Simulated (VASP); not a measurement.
# MgO (P1) in VASP: single point with PBE

Aim: the single point of MgO with PBE.

All numbers are computed with VASP 6.6.1; they aren't measurements. Logs are shortened: lines on timing, memory, paths and dates and some standing lists are left out, and cuts for length are marked.

**1. The cell of the first run**

The typed cell holds 2 atoms: a = 2.928 Å, b = 2.968 Å, c = 2.734 Å, α = 92.21°, β = 89.49°, γ = 120.10°.

**2. Single point, PBE (atoms moved at random and the cell strained at random)**

Contents of INCAR:

```
SYSTEM = MgO
PREC = Accurate
ENCUT = 520
EDIFF = 1E-6
ISMEAR = 0
SIGMA = 0.02
LREAL = .FALSE.
LASPH = .TRUE.
NELM = 80
ALGO = Normal
ISIF = 2
LWAVE = .FALSE.
LCHARG = .FALSE.
GGA = PE
NBANDS = 11
```

Contents of KPOINTS:

```
regular mesh
0
G
  12 12 10
  0 0 0
```

Contents of POSCAR:

```
MgO
1.0
    2.9276496896     -0.0139262191      0.0130741930
   -1.4758853043      2.5739326833     -0.0574251113
    0.0119245760     -0.0535936000      2.7330056320
Mg O
1 1
Direct
    0.0046733917      0.0291424220      0.0225623955
    0.3286599383      0.6375242480      0.4774376045
```

Potentials or basis: VASP PAW PBE potentials, release 64 (Mg, O).

Run with:

```console
$ cat potpaw_PBE.64/Mg/POTCAR potpaw_PBE.64/O/POTCAR > POTCAR
$ mpirun -np 1 vasp_std > vasp.out
```

OUTCAR:

```text
SYSTEM = MgO
   PREC = Accurate
   ENCUT = 520
   EDIFF = 1E-6
   ISMEAR = 0
   LREAL = .FALSE.
   LASPH = .TRUE.
   NELM = 80
   ISIF = 2
   GGA = PE

 ion  position               nearest neighbor table
   1  0.005  0.029  0.023-   2 1.96   2 2.14   2 2.20   2 2.24   2 2.26   2 2.33
   2  0.329  0.638  0.477-   1 1.96   1 2.14   1 2.20   1 2.24   1 2.26   1 2.33

  LATTYP: Found a triclinic cell.
 ALAT       =     2.9676024891
 B/A-ratio  =     0.9865580093
 C/A-ratio  =     0.9211331639
 COS(alpha) =     0.0089202268
 COS(beta)  =     0.0385212661
 COS(gamma) =     0.5015340628

  Lattice vectors:

 A1 = (   1.4758853043,  -2.5739326833,   0.0574251113)
 A2 = (   2.9276496896,  -0.0139262191,   0.0130741930)
 A3 = (   0.0119245760,  -0.0535936000,   2.7330056320)

Analysis of symmetry for initial positions (statically):
=====================================================================
 Subroutine PRICEL returns:
 Original cell was already a primitive cell.

 Routine SETGRP: Setting up the symmetry group for a
 triclinic supercell.

 Subroutine GETGRP returns: Found  1 space group operations
 (whereof  1 operations were pure point group operations)
 out of a pool of  2 trial point group operations.

The static configuration has the point symmetry C_1 .

Analysis of symmetry for dynamics (positions and initial velocities):
=====================================================================
 Subroutine PRICEL returns:
 Original cell was already a primitive cell.

 Routine SETGRP: Setting up the symmetry group for a
 triclinic supercell.

 Subroutine GETGRP returns: Found  1 space group operations
 (whereof  1 operations were pure point group operations)
 out of a pool of  2 trial point group operations.

The dynamic configuration has the point symmetry C_1 .

 Subroutine INISYM returns: Found  1 space group operations
 (whereof  1 operations are pure point group operations),
 and found     1 'primitive' translations

----------------------------------------------------------------------------------------

                                     Primitive cell

  volume of cell :      20.5302

  direct lattice vectors                    reciprocal lattice vectors
     2.927649690 -0.013926219  0.013074193     0.342494807  0.196438100  0.002357741
    -1.475885304  2.573932683 -0.057425111     0.001819744  0.389724311  0.007634463
     0.011924576 -0.053593600  2.733005632    -0.001600196  0.007249049  0.366046660

  length of vectors
     2.927712004  2.967602489  2.733557070     0.394836901  0.389803329  0.366121929

  position of ions in fractional coordinates (direct lattice)
     0.004673392  0.029142422  0.022562396
     0.328659938  0.637524248  0.477437604

  ion indices of the primitive-cell ions
   primitive index   ion index
                 1           1
                 2           2

----------------------------------------------------------------------------------------

 KPOINTS: regular mesh

Automatic generation of k-mesh.
 Grid dimensions read from file:
 generate k-points for:   12   12   10

 Generating k-lattice:

  Cartesian coordinates                     Fractional coordinates (reciprocal lattice)
     0.028541234  0.016369842  0.000196478     0.083333333  0.000000000  0.000000000
     0.000151645  0.032477026  0.000636205     0.000000000  0.083333333  0.000000000
    -0.000160020  0.000724905  0.036604666     0.000000000 -0.000000000  0.100000000

  Length of vectors
     0.032903075  0.032483611  0.036612193

  Shift w.r.t. Gamma in fractional coordinates (k-lattice)
     0.000000000  0.000000000  0.000000000

 Subroutine IBZKPT returns following result:
 ===========================================

 Found    724 irreducible k-points:

 Following reciprocal coordinates:
            Coordinates               Weight
  0.000000  0.000000  0.000000      1.000000
  0.083333 -0.000000  0.000000      2.000000
  0.166667 -0.000000  0.000000      2.000000
  0.250000  0.000000  0.000000      2.000000
  0.333333  0.000000  0.000000      2.000000
  0.416667  0.000000  0.000000      2.000000
[... 16 lines left out ...]
  0.250000  0.166667  0.000000      2.000000
  0.333333  0.166667  0.000000      2.000000
 [... further k-points ...]
   k-points           NKPTS =    724   k-points in BZ     NKDIM =    724   number of bands    NBANDS=     11
   number of dos      NEDOS =    301   number of ions     NIONS =      2
   total plane-waves  NPLWV =  11520
   dimension x,y,z NGX =    24 NGY =   24 NGZ =   20
   dimension x,y,z NGXF=    48 NGYF=   48 NGZF=   40
   ions per type =               1   1
   NGX,Y,Z   is equivalent  to a cutoff of  13.63, 13.44, 12.16 a.u.
   NGXF,Y,Z  is equivalent  to a cutoff of  27.26, 26.89, 24.33 a.u.
 SYSTEM =  MgO
   PREC   = accura    normal or accurate (medium, high low for compatibility)
   ISTART =      0    job   : 0-new  1-cont  2-samecut
   ICHARG =      2    charge: 1-file 2-atom 10-const
   ISPIN  =      1    spin polarized calculation?
   LNONCOLLINEAR =      F non collinear calculations
   LSORBIT =      F    spin-orbit coupling
   LASPH  =      T    aspherical Exc in radial PAW
   ENCUT  =  520.0 eV  38.22 Ry    6.18 a.u.   5.44  5.52  5.08*2*pi/ulx,y,z
   NELM   =     80;   NELMIN=  2; NELMDL= -5     # of ELM steps
   EDIFF  = 0.1E-05   stopping-criterion for ELM
   LREAL  =      F    real-space projection
   EDIFFG = 0.1E-04   stopping-criterion for IOM
   NSW    =      0    number of steps for IOM
   IBRION =     -1    ionic relax: 0-MD 1-quasi-New 2-CG
   NFREE  =      0    steps in history (QN), initial steepest desc. (CG)
   ISIF   =      2    stress and relaxation
   ISYM   =      2    0-nonsym 1-usesym 2-fastsym
   POTIM  = 0.5000    time-step for ionic-motion
   TEBEG  =    0.0;   TEEND  =   0.0 temperature during run
   PSTRESS=    0.0 pullay stress
   NELECT =       8.0000    total number of electrons
   NUPDOWN=      -1.0000    fix difference up-down
   EMIN   =  10.00;   EMAX   =-10.00  energy-range for DOS
   EFERMI =   0.00;   METHOD = LEGACY
   ISMEAR =     0;   SIGMA  =   0.02  broadening in eV -4-tet -1-fermi 0-gaus
   EFERMI_NEDOS =   21; number of points for ismear=-14 and -15
   IALGO  =     38    algorithm
   IMIX   =      4    mixing-type and parameters
     AMIX     =   0.40;   BMIX     =  1.00
     AMIX_MAG =   1.60;   BMIX_MAG =  1.00
  volume/ion in A,a.u.               =      10.27        69.27
  Fermi-wavevector in a.u.,A,eV,Ry     =   1.195750  2.259639 19.453845  1.429817
  Thomas-Fermi vector in A             =   2.331707
   LORBIT       =      0    0 simple, 1 ext, 2 COOP (PROOUT), +10 PAW based schemes
   GGA     = PE    functional components
   LHFCALC =     F    Hartree Fock is set to
   AEXX    =    0.0000 exact exchange contribution
   IVDW    =     0    specifies the selected vdW correction
   LEPSILON=     F    determine dielectric tensor
   LRPA    =     F    only Hartree local field effects (RPA)
 non-spin polarized calculation
 Gauss-broadening in eV      SIGMA  =   0.02
  energy-cutoff  :      520.00
  volume of cell :       20.53
 maximum number of plane-waves:       572
 NGX is ok and might be reduce to    24
   NGX = 11   NGY = 11   NGZ = 11

 number of electron       7.9999999 magnetization

 Free energy of the ion-electron system (eV)
  ---------------------------------------------------
  ext. energy  EPLUGINS =         0.00000000
  ---------------------------------------------------
  free energy    TOTEN  =       -11.12662060 eV

  energy without entropy =      -11.12662060  energy(sigma->0) =      -11.12662060

 E-fermi :   3.3898     XC(G=0): -10.6140

 val. band max:        3.2268180668   @ k =  -0.0000   0.0000   0.5000
 cond. band min:       5.8658664954   @ k =   0.0000   0.0000   0.0000
 fundamental gap:      2.6390484286
 Fermi energy:         3.3898189527

 k-point     1 :       0.0000    0.0000    0.0000
  band No.  band energies     occupation
      1     -14.2005      2.00000
      2       2.4000      2.00000
      3       2.6063      2.00000
      4       2.7195      2.00000
      5       5.8659      0.00000
      6      14.9139      0.00000
      7      18.4600      0.00000
      8      19.0570      0.00000
      9      21.9631      0.00000
     10      23.8552      0.00000
     11      24.9266      0.00000

 k-point     2 :       0.0833   -0.0000    0.0000
  band No.  band energies     occupation
      1     -14.1400      2.00000
      2       2.0970      2.00000
      3       2.4737      2.00000
      4       2.6359      2.00000
      5       6.3336      0.00000
      6      14.9671      0.00000
      7      17.7402      0.00000
      8      19.0443      0.00000
      9      22.5277      0.00000
     10      24.0337      0.00000
     11      25.2005      0.00000

 k-point     3 :       0.1667   -0.0000    0.0000
  band No.  band energies     occupation
      1     -13.9697      2.00000
      2       1.1346      2.00000
      3       2.3310      2.00000
      4       2.6696      2.00000
      5       7.2724      0.00000
      6      14.7921      0.00000
      7      16.8128      0.00000
      8      19.3509      0.00000
      9      22.6613      0.00000
     10      23.8832      0.00000
     11      25.9302      0.00000
[... 267 lines left out ...]
 k-point    23 :       0.2500    0.1667    0.0000
  band No.  band energies     occupation
      1     -13.3697      2.00000
      2      -0.7917      2.00000
      3       1.4140      2.00000
      4       2.8654      2.00000
      5       9.6337      0.00000
      6      13.1960      0.00000
      7      16.4406      0.00000
      8      20.8171      0.00000
      9      21.9761      0.00000
     10      24.2543      0.00000
     11      25.7371      0.00000

 k-point    24 :       0.3333    0.1667    0.0000
  band No.  band energies     occupation
      1     -13.1908      2.00000
      2      -1.1550      2.00000
      3       1.0557      2.00000
      4       2.9344      2.00000
      5      10.2838      0.00000
      6      13.1497      0.00000
      7      15.8902      0.00000
      8      21.1066      0.00000
      9      21.8920      0.00000
     10      24.3025      0.00000
     11      25.2997      0.00000

 [... further k-points ...]

------------------------ aborting loop because EDIFF is reached ----------------------------------------

  FORCE on cell =-STRESS in cart. coord.  units (eV):
  Direction    XX          YY          ZZ          XY          YZ          ZX
  --------------------------------------------------------------------------------------
  -------------------------------------------------------------------------------------
  Total        0.2074227      0.2409744     -0.8170572      0.1013154      0.5499803     -0.0148847
  in kB       16.1872578     18.8056238    -63.7630930      7.9066458     42.9204262     -1.1616027
  external PRESSURE =      -9.5900705 kB  Pullay stress =       0.0000000 kB

 VOLUME and BASIS-vectors are now :
 -----------------------------------------------------------------------------
  energy-cutoff  :      520.00
  volume of cell :       20.53
      direct lattice vectors                 reciprocal lattice vectors
     2.927649690 -0.013926219  0.013074193     0.342494807  0.196438100  0.002357741
    -1.475885304  2.573932683 -0.057425111     0.001819744  0.389724311  0.007634463
     0.011924576 -0.053593600  2.733005632    -0.001600196  0.007249049  0.366046660

 POSITION                                       TOTAL-FORCE (eV/Angst)
 -----------------------------------------------------------------------------------
     -0.02906      0.07374      0.06005         0.080862     -0.812196     -0.608665
      0.02698      1.61078      1.27253        -0.080862      0.812196      0.608665
 -----------------------------------------------------------------------------------
    total drift:                               -0.000093     -0.000225      0.000139

  FREE ENERGIE OF THE ION-ELECTRON SYSTEM (eV)
  ---------------------------------------------------
  free  energy   TOTEN  =       -11.1266206014 eV

  energy  without entropy=      -11.1266206014  energy(sigma->0) =      -11.12662060
```

It took 2.5 min on 1 thread of AMD EPYC 7R43 (Zen 3), shared host; peak memory 0.24 GiB.

What came out:

- Free energy: -11.1266 eV
- Pressure: -1.0 GPa
- Largest force: 1.018 eV/Å
- Band gap on the k mesh: 2.64 eV, indirect (least direct gap 3.15 eV)

Forces on the atoms (eV/Å):
```
Mg   0.081 -0.812 -0.609
O   -0.081  0.812  0.609
```

Stress tensor (GPa, compression positive):
```
 1.62  0.79 -0.12
 0.79  1.88  4.29
-0.12  4.29 -6.38
```

Levels at points of the mesh, in eV from the valence-band top:
```tsv
k point	band 2	band 3	band 4	band 5	band 6	band 7
(0.00, 0.00, 0.00)	-0.83	-0.62	-0.51	2.64	11.69	15.23
(0.50, 0.00, 0.00)	-4.81	-1.43	-0.28	6.35	10.09	12.69
(0.00, 0.50, 0.00)	-4.92	-1.18	-0.33	6.22	9.88	12.93
(0.50, 0.50, 0.00)	-4.80	-1.41	-0.27	6.64	10.03	12.47
(0.00, 0.00, 0.50)	-5.38	-0.39	0.00	8.02	8.48	17.31
(0.50, 0.00, 0.50)	-3.68	-3.37	-0.96	5.56	10.95	12.87
(0.00, 0.50, 0.50)	-3.78	-3.47	-0.71	5.75	11.51	12.65
(0.50, 0.50, 0.50)	-3.71	-3.29	-1.00	5.27	11.09	13.51
```

Caveat: the cell differs from its parent crystal (atoms moved at random and the cell strained at random); forces of over 1 eV/Å act on the atoms, so gaps and moduli don't describe the material at rest.
